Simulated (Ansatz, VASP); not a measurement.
**In2Au in VASP and in Ansatz**

```xyz
3
Lattice="0.0000 3.2618 3.2618 3.2618 0.0000 3.2618 3.2618 3.2618 0.0000" Properties=species:S:1:pos:R:3 pbc="T T T"
In    1.6309    1.6309    1.6309
In    4.8927    4.8927    4.8927
Au    0.0000    0.0000    0.0000
```

Change from the starting cell: volume scaled by 1.01, crystal datasets.

Alike in both runs: task electric field gradients; functional LDA; k mesh 10 × 10 × 10; occupations fermi-dirac, width 0.05 eV; no spin polarisation.

|  | VASP | Ansatz |
| --- | --- | --- |
| version | VASP 6.6.1 | Ansatz 0.2.0 |
| potentials or method | VASP PAW LDA potentials, release 64 (In_d, Au), cutoff 520 eV | all-electron PAW with datasets made for the crystal, scalar-relativistic |

Ansatz gave:

- pressure (GPa): -2.0

**Question.** What did VASP give for the same quantities?

**Answer.** Pressure (GPa): -1.9.

LDA's correlation is that of Perdew and Zunger in VASP and of Perdew and Wang (1992) in Ansatz. Ansatz ran all-electron here, and VASP with PAW potentials.

Neither program's run includes spin-orbit coupling.
